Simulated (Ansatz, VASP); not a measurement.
Tl2Hg in VASP and in Ansatz

Contents of INCAR:

```
SYSTEM = Tl2Hg
PREC = Accurate
ENCUT = 600
EDIFF = 1E-6
ISMEAR = 0
SIGMA = 0.1
LREAL = .FALSE.
LASPH = .TRUE.
NELM = 80
ALGO = Fast
ISIF = 3
LWAVE = .FALSE.
LCHARG = .FALSE.
GGA = PE
IBRION = 2
NSW = 90
EDIFFG = -0.04
```

KPOINTS

```
regular mesh
0
G
  4 4 4
  0 0 0
```

The input POSCAR:

```
Tl2Hg
1.0
    0.0000000000      4.3791087457      4.3791087457
    4.3791087457      0.0000000000      4.3791087457
    4.3791087457      4.3791087457      0.0000000000
Tl Hg
4 2
Direct
    0.6250000000      0.6250000000      0.6250000000
    0.1250000000      0.6250000000      0.6250000000
    0.6250000000      0.6250000000      0.1250000000
    0.6250000000      0.1250000000      0.6250000000
    0.0000000000      0.0000000000      0.0000000000
    0.2500000000      0.2500000000      0.2500000000
```

Input for Ansatz:

```yaml
crystal:
  lattice:
    - [0.0, 4.3791087457, 4.3791087457]
    - [4.3791087457, 0.0, 4.3791087457]
    - [4.3791087457, 4.3791087457, 0.0]
  atoms:
    - { symbol: Tl, position: [0.625, 0.625, 0.625] }
    - { symbol: Tl, position: [0.125, 0.625, 0.625] }
    - { symbol: Tl, position: [0.625, 0.625, 0.125] }
    - { symbol: Tl, position: [0.625, 0.125, 0.625] }
    - { symbol: Hg, position: [0.0, 0.0, 0.0] }
    - { symbol: Hg, position: [0.25, 0.25, 0.25] }
basis:
  ecutwfc: 420
kpoints:
  mp_grid: { grid: [4, 4, 4] }
hamiltonian:
  xc: pbe
scf:
  occupations: { method: gaussian, width: 0.1 }
  lower_state_search: "off"
output:
  forces: true
  stress: true
  eigenvalues: true
relax:
  adjacent_minimum: "off"
  f_tol: 0.04
  max_steps: 70
  cell: { stress_tol: 0.4 }
```

Alike in both runs: task relaxation of cell and atoms; functional PBE; k mesh 4 × 4 × 4; occupations gaussian, width 0.1 eV; no spin polarisation.

|  | VASP | Ansatz |
| --- | --- | --- |
| version | VASP 6.6.1 | Ansatz 0.2.0 |
| potentials or method | VASP PAW PBE potentials, release 64 (Tl_d, Hg), cutoff 600 eV | scalar-relativistic, plane waves, PAW |
| valence electrons in the cell | 76 | 92 |

|  | VASP | Ansatz | Ansatz less VASP |
| --- | --- | --- | --- |
| gap on the k mesh at the Fermi level, each at its own relaxed structure (eV) | none | none | - |
| relaxed volume (Å³/atom) | 33.31 | 32.83 | -0.474 |
| relaxed cell length with the largest relative difference (Å) | 6.562 | 6.531 | -0.0313 |

A gap of «none» marks a metal or a gap that the smearing closes. VASP's potentials hold 76 valence electrons a cell and Ansatz's 92, so a difference there can come from the potentials and not from the codes.

Neither program's run includes spin-orbit coupling. Noted on VASP's run: the volume moved by over 15 % at a fixed basis, so the end points are rough.
